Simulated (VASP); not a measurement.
# HfO2 (Fm-3m) in VASP: single point with r2SCAN+rVV10

Aim: the single point of HfO2 with r2SCAN+rVV10.

All numbers are computed with VASP 6.6.1; they aren't measurements. Logs are shortened: lines on timing, memory, paths and dates and some standing lists are left out, and cuts for length are marked.

## (1) The cell of the first run

Symmetry: Fm-3m, No. 225, cubic system. The conventional cell has a = 5.047 Å, b = 5.047 Å, c = 5.047 Å, α = 90.00°, β = 90.00°, γ = 90.00°. Within 2.9 Å of Hf (site symmetry m-3m) lie 8 O at 2.19 Å. O (site symmetry -43m) has 4 Hf at 2.19 Å and 6 O at 2.52 Å within 2.9 Å.

## (2) Single point, r2SCAN+rVV10

The input, POSCAR:

```
HfO2
1.0
    0.0000000000      2.5234973484      2.5234973484
    2.5234973484      0.0000000000      2.5234973484
    2.5234973484      2.5234973484      0.0000000000
Hf O
1 2
Direct
    0.0000000000      0.0000000000      0.0000000000
    0.7500000000      0.7500000000      0.7500000000
    0.2500000000      0.2500000000      0.2500000000
```

The input, INCAR.step1:

```
SYSTEM = HfO2
PREC = Accurate
ENCUT = 520
ISMEAR = -1
SIGMA = 0.03
LREAL = .FALSE.
LASPH = .TRUE.
NELM = 100
NBANDS = 18
GGA = PE
ALGO = Normal
EDIFF = 1E-4
LWAVE = .TRUE.
LCHARG = .FALSE.
```

The input, INCAR.step2:

```
SYSTEM = HfO2
PREC = Accurate
ENCUT = 520
EDIFF = 1E-7
ISMEAR = -1
SIGMA = 0.03
LREAL = .FALSE.
LASPH = .TRUE.
NELM = 100
ALGO = Normal
ISIF = 2
LWAVE = .FALSE.
LCHARG = .FALSE.
METAGGA = R2SCAN
LMIXTAU = .TRUE.
LUSE_VDW = .TRUE.
IVDW_NL = 2
BPARAM = 11.95
CPARAM = 0.0093
NBANDS = 18
ISTART = 1
```

The input, KPOINTS:

```
regular mesh
0
G
  10 10 10
  0 0 0
```

Potentials or basis: VASP PAW PBE potentials, release 64 (Hf_pv, O).

Started as:

```bash
$ cat potpaw_PBE.64/Hf_pv/POTCAR potpaw_PBE.64/O/POTCAR > POTCAR
$ cp INCAR.step1 INCAR
$ mpirun -np 1 vasp_std > vasp.out
$ cp INCAR.step2 INCAR
$ mpirun -np 1 vasp_std > vasp.out
```

OUTCAR:

```text
SYSTEM = HfO2
   PREC = Accurate
   ENCUT = 520
   EDIFF = 1E-7
   ISMEAR = -1
   LREAL = .FALSE.
   LASPH = .TRUE.
   NELM = 100
   ISIF = 2
   METAGGA = R2SCAN
   IVDW_NL = 2
   BPARAM = 11.95
   ISTART = 1

 ion  position               nearest neighbor table
   1  0.000  0.000  0.000-   2 2.19   3 2.19   2 2.19   2 2.19   2 2.19   3 2.19   3 2.19   3 2.19

   2  0.750  0.750  0.750-   1 2.19   1 2.19   1 2.19   1 2.19
   3  0.250  0.250  0.250-   1 2.19   1 2.19   1 2.19   1 2.19

  LATTYP: Found a face centered cubic cell.
 ALAT       =     5.0469946968

  Lattice vectors:

 A1 = (   0.0000000000,   2.5234973484,   2.5234973484)
 A2 = (   2.5234973484,   0.0000000000,   2.5234973484)
 A3 = (   2.5234973484,   2.5234973484,   0.0000000000)

Analysis of symmetry for initial positions (statically):
=====================================================================
 Subroutine PRICEL returns:
 Original cell was already a primitive cell.

 Routine SETGRP: Setting up the symmetry group for a
 face centered cubic supercell.

 Subroutine GETGRP returns: Found 48 space group operations
 (whereof 48 operations were pure point group operations)
 out of a pool of 48 trial point group operations.

The static configuration has the point symmetry O_h .

Analysis of symmetry for dynamics (positions and initial velocities):
=====================================================================
 Subroutine PRICEL returns:
 Original cell was already a primitive cell.

 Routine SETGRP: Setting up the symmetry group for a
 face centered cubic supercell.

 Subroutine GETGRP returns: Found 48 space group operations
 (whereof 48 operations were pure point group operations)
 out of a pool of 48 trial point group operations.

The dynamic configuration has the point symmetry O_h .

 Subroutine INISYM returns: Found 48 space group operations
 (whereof 48 operations are pure point group operations),
 and found     1 'primitive' translations

----------------------------------------------------------------------------------------

                                     Primitive cell

  volume of cell :      32.1395

  direct lattice vectors                    reciprocal lattice vectors
     0.000000000  2.523497348  2.523497348    -0.198137716  0.198137716  0.198137716
     2.523497348  0.000000000  2.523497348     0.198137716 -0.198137716  0.198137716
     2.523497348  2.523497348  0.000000000     0.198137716  0.198137716 -0.198137716

  length of vectors
     3.568764175  3.568764175  3.568764175     0.343184590  0.343184590  0.343184590

  position of ions in fractional coordinates (direct lattice)
     0.000000000  0.000000000  0.000000000
     0.750000000  0.750000000  0.750000000
     0.250000000  0.250000000  0.250000000

  ion indices of the primitive-cell ions
   primitive index   ion index
                 1           1
                 2           2
                 3           3

----------------------------------------------------------------------------------------

 KPOINTS: regular mesh

Automatic generation of k-mesh.
 Grid dimensions read from file:
 generate k-points for:   10   10   10

 Generating k-lattice:

  Cartesian coordinates                     Fractional coordinates (reciprocal lattice)
    -0.019813772  0.019813772  0.019813772     0.100000000  0.000000000  0.000000000
     0.019813772 -0.019813772  0.019813772     0.000000000  0.100000000  0.000000000
     0.019813772  0.019813772 -0.019813772     0.000000000  0.000000000  0.100000000

  Length of vectors
     0.034318459  0.034318459  0.034318459

  Shift w.r.t. Gamma in fractional coordinates (k-lattice)
     0.000000000  0.000000000  0.000000000

 Subroutine IBZKPT returns following result:
 ===========================================

 Found     47 irreducible k-points:

 Following reciprocal coordinates:
            Coordinates               Weight
  0.000000  0.000000  0.000000      1.000000
  0.100000  0.000000  0.000000      8.000000
  0.200000  0.000000  0.000000      8.000000
  0.300000  0.000000  0.000000      8.000000
  0.400000  0.000000  0.000000      8.000000
  0.500000  0.000000  0.000000      4.000000
[... 16 lines left out ...]
  0.300000  0.300000  0.000000      6.000000
  0.400000  0.300000  0.000000     24.000000
 [... further k-points ...]
   k-points           NKPTS =     47   k-points in BZ     NKDIM =     47   number of bands    NBANDS=     18
   number of dos      NEDOS =    301   number of ions     NIONS =      3
   total plane-waves  NPLWV =  21952
   dimension x,y,z NGX =    28 NGY =   28 NGZ =   28
   dimension x,y,z NGXF=    56 NGYF=   56 NGZF=   56
   ions per type =               1   2
   NGX,Y,Z   is equivalent  to a cutoff of  13.04, 13.04, 13.04 a.u.
   NGXF,Y,Z  is equivalent  to a cutoff of  26.09, 26.09, 26.09 a.u.
 SYSTEM =  HfO2
   PREC   = accura    normal or accurate (medium, high low for compatibility)
   ISTART =      1    job   : 0-new  1-cont  2-samecut
   ICHARG =      0    charge: 1-file 2-atom 10-const
   ISPIN  =      1    spin polarized calculation?
   LNONCOLLINEAR =      F non collinear calculations
   LSORBIT =      F    spin-orbit coupling
   LASPH  =      T    aspherical Exc in radial PAW
   ENCUT  =  520.0 eV  38.22 Ry    6.18 a.u.   6.64  6.64  6.64*2*pi/ulx,y,z
   NELM   =    100;   NELMIN=  2; NELMDL=  0     # of ELM steps
   EDIFF  = 0.1E-06   stopping-criterion for ELM
   LREAL  =      F    real-space projection
   EDIFFG = 0.1E-05   stopping-criterion for IOM
   NSW    =      0    number of steps for IOM
   IBRION =     -1    ionic relax: 0-MD 1-quasi-New 2-CG
   NFREE  =      0    steps in history (QN), initial steepest desc. (CG)
   ISIF   =      2    stress and relaxation
   ISYM   =      2    0-nonsym 1-usesym 2-fastsym
   POTIM  = 0.5000    time-step for ionic-motion
   TEBEG  =    0.0;   TEEND  =   0.0 temperature during run
   PSTRESS=    0.0 pullay stress
   NELECT =      22.0000    total number of electrons
   NUPDOWN=      -1.0000    fix difference up-down
   EMIN   =  10.00;   EMAX   =-10.00  energy-range for DOS
   EFERMI =   0.00;   METHOD = LEGACY
   ISMEAR =    -1;   SIGMA  =   0.03  broadening in eV -4-tet -1-fermi 0-gaus
   EFERMI_NEDOS =   21; number of points for ismear=-14 and -15
   IALGO  =     38    algorithm
   IMIX   =      4    mixing-type and parameters
     AMIX     =   0.40;   BMIX     =  1.00
     AMIX_MAG =   1.60;   BMIX_MAG =  1.00
  volume/ion in A,a.u.               =      10.71        72.30
  Fermi-wavevector in a.u.,A,eV,Ry     =   1.442789  2.726476 28.322440  2.081641
  Thomas-Fermi vector in A             =   2.561270
   LORBIT       =      0    0 simple, 1 ext, 2 COOP (PROOUT), +10 PAW based schemes
   METAGGA = R2SCAN    functional components
   LHFCALC =     F    Hartree Fock is set to
   AEXX    =    0.0000 exact exchange contribution
   IVDW_NL    =     2    kernel type
   BPARAM     =11.9500
   IVDW    =     0    specifies the selected vdW correction
   LEPSILON=     F    determine dielectric tensor
   LRPA    =     F    only Hartree local field effects (RPA)
 non-spin polarized calculation
  energy-cutoff  :      520.00
  volume of cell :       32.14
 maximum number of plane-waves:       893
   NGX = 13   NGY = 13   NGZ = 13

 number of electron      21.9999993 magnetization

 Free energy of the ion-electron system (eV)
  ---------------------------------------------------
  ext. energy  EPLUGINS =         0.00000000
  ---------------------------------------------------
  free energy    TOTEN  =       -68.06965841 eV

  energy without entropy =      -68.06965841  energy(sigma->0) =      -68.06965841

 E-fermi :   4.7009     XC(G=0): -12.7149

 val. band max:        4.0163533825   @ k =   0.5000   0.5000   0.0000
 cond. band min:       8.3138950921   @ k =   0.5000   0.5000   0.0000
 fundamental gap:      4.2975417096
 Fermi energy:         4.7009407704

 k-point     1 :       0.0000    0.0000    0.0000
  band No.  band energies     occupation
      1     -26.5500      2.00000
      2     -26.5500      2.00000
      3     -26.5500      2.00000
      4     -15.8054      2.00000
      5     -12.7263      2.00000
      6      -1.5178      2.00000
[... 10 lines left out ...]
     17      15.2031      0.00000
     18      16.7993      0.00000

 k-point     2 :       0.1000    0.0000    0.0000
  band No.  band energies     occupation
      1     -26.5988      2.00000
      2     -26.5550      2.00000
      3     -26.5550      2.00000
      4     -15.6640      2.00000
      5     -12.8406      2.00000
      6      -1.4166      2.00000
[... 10 lines left out ...]
     17      15.0103      0.00000
     18      16.7985      0.00000

 k-point     3 :       0.2000    0.0000    0.0000
  band No.  band energies     occupation
      1     -26.7228      2.00000
      2     -26.5682      2.00000
      3     -26.5682      2.00000
      4     -15.2991      2.00000
      5     -13.1075      2.00000
      6      -1.1459      2.00000
[... 10 lines left out ...]
     17      14.6048      0.00000
     18      16.7957      0.00000

 k-point     4 :       0.3000    0.0000    0.0000
  band No.  band energies     occupation
      1     -26.8689      2.00000
      2     -26.5845      2.00000
      3     -26.5845      2.00000
      4     -14.8792      2.00000
      5     -13.3551      2.00000
      6      -0.8039      2.00000
[... 10 lines left out ...]
     17      14.2729      0.00000
     18      16.7826      0.00000

 k-point     5 :       0.4000    0.0000    0.0000
  band No.  band energies     occupation
      1     -26.9820      2.00000
      2     -26.5975      2.00000
      3     -26.5975      2.00000
      4     -14.6202      2.00000
      5     -13.4349      2.00000
      6      -0.5307      2.00000
[... 10 lines left out ...]
     17      14.1397      0.00000
     18      16.7791      0.00000

 k-point     6 :       0.5000    0.0000    0.0000
  band No.  band energies     occupation
      1     -27.0241      2.00000
      2     -26.6025      2.00000
      3     -26.6025      2.00000
      4     -14.5603      2.00000
      5     -13.4164      2.00000
      6      -0.4308      2.00000
[... 10 lines left out ...]
     17      14.1204      0.00000
     18      16.7849      0.00000

 k-point     7 :       0.1000    0.1000    0.0000
  band No.  band energies     occupation
      1     -26.6036      2.00000
      2     -26.5624      2.00000
      3     -26.5624      2.00000
      4     -15.6153      2.00000
      5     -12.8792      2.00000
      6      -1.4068      2.00000
[... 10 lines left out ...]
     17      14.9845      0.00000
     18      16.7977      0.00000

 k-point     8 :       0.2000    0.1000    0.0000
  band No.  band energies     occupation
      1     -26.6958      2.00000
      2     -26.5775      2.00000
      3     -26.5747      2.00000
      4     -15.3188      2.00000
      5     -13.0967      2.00000
      6      -1.2125      2.00000
[... 10 lines left out ...]
     17      14.7278      0.00000
     18      16.7960      0.00000
[... 229 lines left out ...]
     17      15.3748      0.00000
     18      16.7897      0.00000

 k-point    20 :      -0.4000    0.2000    0.0000
  band No.  band energies     occupation
      1     -26.9606      2.00000
      2     -26.7319      2.00000
      3     -26.6200      2.00000
      4     -14.2435      2.00000
      5     -13.5942      2.00000
      6      -1.0755      2.00000
[... 10 lines left out ...]
     17      15.4232      0.00000
     18      16.7888      0.00000

 k-point    21 :      -0.3000    0.2000    0.0000
  band No.  band energies     occupation
      1     -26.9124      2.00000
      2     -26.7227      2.00000
      3     -26.6027      2.00000
      4     -14.3517      2.00000
      5     -13.6110      2.00000
      6      -1.0746      2.00000
[... 10 lines left out ...]
     17      15.4493      0.00000
     18      16.7896      0.00000

 k-point    22 :      -0.2000    0.2000    0.0000
  band No.  band energies     occupation
      1     -26.8474      2.00000
      2     -26.6715      2.00000
      3     -26.5839      2.00000
      4     -14.6716      2.00000
      5     -13.4834      2.00000
      6      -1.1027      2.00000
[... 10 lines left out ...]
     17      14.9555      0.00000
     18      16.7932      0.00000

 k-point    23 :       0.3000    0.3000    0.0000
  band No.  band energies     occupation
      1     -26.8944      2.00000
      2     -26.6349      2.00000
      3     -26.6349      2.00000
      4     -14.4263      2.00000
      5     -13.6478      2.00000
      6      -0.9654      2.00000
[... 10 lines left out ...]
     17      13.6879      0.00000
     18      16.7947      0.00000

 k-point    24 :       0.4000    0.3000    0.0000
  band No.  band energies     occupation
      1     -26.9569      2.00000
      2     -26.6685      2.00000
      3     -26.6498      2.00000
      4     -14.1000      2.00000
      5     -13.8011      2.00000
      6      -1.5702      2.00000
[... 10 lines left out ...]
     17      15.0349      0.00000
     18      16.7954      0.00000

 [... further k-points ...]

------------------------ aborting loop because EDIFF is reached ----------------------------------------

  FORCE on cell =-STRESS in cart. coord.  units (eV):
  Direction    XX          YY          ZZ          XY          YZ          ZX
  --------------------------------------------------------------------------------------
  -------------------------------------------------------------------------------------
  Total       -0.7256222     -0.7256222     -0.7256222      0.0000000      0.0000000      0.0000000
  in kB      -36.1728396    -36.1728396    -36.1728396      0.0000000      0.0000000      0.0000000
  external PRESSURE =     -36.1728396 kB  Pullay stress =       0.0000000 kB

 VOLUME and BASIS-vectors are now :
 -----------------------------------------------------------------------------
  energy-cutoff  :      520.00
  volume of cell :       32.14
      direct lattice vectors                 reciprocal lattice vectors
     0.000000000  2.523497348  2.523497348    -0.198137716  0.198137716  0.198137716
     2.523497348  0.000000000  2.523497348     0.198137716 -0.198137716  0.198137716
     2.523497348  2.523497348  0.000000000     0.198137716  0.198137716 -0.198137716

 POSITION                                       TOTAL-FORCE (eV/Angst)
 -----------------------------------------------------------------------------------
      0.00000      0.00000      0.00000         0.000000      0.000000      0.000000
      3.78525      3.78525      3.78525         0.000000      0.000000      0.000000
      1.26175      1.26175      1.26175        -0.000000     -0.000000     -0.000000
 -----------------------------------------------------------------------------------
    total drift:                                0.000000      0.000000      0.000000

  FREE ENERGIE OF THE ION-ELECTRON SYSTEM (eV)
  ---------------------------------------------------
  free  energy   TOTEN  =       -68.0696584135 eV

  energy  without entropy=      -68.0696584135  energy(sigma->0) =      -68.06965841
```

It took 4.2 min on 1 thread of Intel Xeon 8259CL, shared host; peak memory 0.28 GiB.

What came out:

* Free energy: -68.0697 eV
* Pressure: -3.6 GPa
* Band gap on the k mesh: 4.30 eV

Levels at points of the mesh, in eV from the valence-band top:
| k point | band 8 | band 9 | band 10 | band 11 | band 12 | band 13 | band 14 | band 15 |
| --- | --- | --- | --- | --- | --- | --- | --- | --- |
| (0.00, 0.00, 0.00) | -5.53 | -0.65 | -0.65 | -0.65 | 4.43 | 4.43 | 6.48 | 11.19 |
| (0.50, 0.00, 0.00) | -3.10 | -2.86 | -1.92 | -1.92 | 5.14 | 5.14 | 7.63 | 9.55 |
| (0.50, 0.50, 0.00) | -3.62 | -1.58 | -1.58 | 0.00 | 4.30 | 6.08 | 7.30 | 8.80 |

Caveat: the cell stands under tension; the PAW data sets were made with another functional, which shifts forces and pressure a little; spin-orbit coupling is left out, which moves the levels of the heavy elements. A k mesh can miss the band edges.
